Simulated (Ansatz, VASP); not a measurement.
## Two plane-wave programs on SiC

```
Si C
1.0
     0.00000    2.18000    2.18000
     2.18000    0.00000    2.18000
     2.18000    2.18000    0.00000
Si C
1 1
Cartesian
  0.0000 0.0000 0.0000
  1.0900 1.0900 1.0900
```

Alike in both runs: task single point; functional PBE; k mesh 10 × 10 × 10; no spin polarisation.

|  | VASP | Ansatz |
| --- | --- | --- |
| version | VASP 6.6.1 | Ansatz 0.2.0 |
| potentials or method | VASP PAW PBE potentials, release 64 (Si, C), cutoff 600 eV | scalar-relativistic, plane waves, PAW |
| occupations | gaussian, width 0.01 eV | fixed |
| valence electrons in the cell | 8 | 8 |

VASP gave:

```
gap on the k mesh at the Fermi level (eV) : 1.36
least direct gap on the mesh (eV)         : 4.54
pressure (GPa)                            : 2.8
```

Q: Which values does Ansatz return?

A: gap on the k mesh at the Fermi level (eV): 1.36; least direct gap on the mesh (eV): 4.54; pressure (GPa): 3.0.
